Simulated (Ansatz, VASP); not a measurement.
GdGaH in VASP and in Ansatz

File INCAR:

```
PREC = Accurate
ENCUT = 520
EDIFF = 1E-7
ISMEAR = 0
SIGMA = 0.1
LREAL = F
LASPH = T
NELM = 150
ALGO = Normal
ISIF = 2
LWAVE = F
LCHARG = F
ISPIN = 2
MAGMOM = 7 0 0
LORBIT = 11
LMAXMIX = 6
GGA = PE
NBANDS = 27
```

The input KPOINTS:

```
Automatic mesh
0
Gamma
  4 4 4
```

File POSCAR:

```
GdGaH
1.0
    3.7751599000      0.0000000000      0.0000000000
    0.0000000000      3.7751599000      0.0000000000
    0.0000000000      0.0000000000      4.4684521200
Gd Ga H
1 1 1
Direct
    0.5000000000      0.5000000000      0.0000000000
    0.5000000000      0.5000000000      0.5000000000
    0.0000000000      0.0000000000      0.0000000000
```

Input for Ansatz:

```yaml
crystal:
  lattice:
    - [3.7751599, 0.0, 0.0]
    - [0.0, 3.7751599, 0.0]
    - [0.0, 0.0, 4.46845212]
  atoms:
    - { symbol: Gd, position: [0.5, 0.5, 0.0], spin: 7.0 }
    - { symbol: Ga, position: [0.5, 0.5, 0.5] }
    - { symbol: H, position: [0.0, 0.0, 0.0] }
basis:
  ecutwfc: 420
kpoints:
  mp_grid: { grid: [4, 4, 4] }
hamiltonian:
  xc: pbe
scf:
  occupations: { method: gaussian, width: 0.1 }
  lower_state_search: "off"
output:
  forces: true
  stress: true
  eigenvalues: true
  populations: true
magnetization:
  spin_polarized: true
```

Alike in both runs: task single point; functional PBE; k mesh 4 × 4 × 4; occupations gaussian, width 0.1 eV; collinear spin.

|  | VASP | Ansatz |
| --- | --- | --- |
| version | VASP 6.6.1 | Ansatz 0.2.0 |
| potentials or method | VASP PAW PBE potentials, release 64 (Gd, Ga_d, H), cutoff 520 eV | scalar-relativistic, plane waves, PAW |
| valence electrons in the cell | 32 | 32 |

```csv
,VASP,Ansatz,Ansatz less VASP
gap on the k mesh at the Fermi level (eV),none,none,-
pressure (GPa),19.5,19.2,-0.32
"traceless stress, the component that is largest in VASP (GPa)",57.06,56.36,-0.698
net moment per atom (μB),2.37,2.37,0.000
size of the moment on the site where the two differ most (μB),6.81,6.72,-0.084
```

Site moments also hang on the region over which each program counts them. A gap of «none» marks a metal or a gap that the smearing closes.

The k mesh is coarse, so the values compare programs but aren't converged. Neither program's run includes spin-orbit coupling.
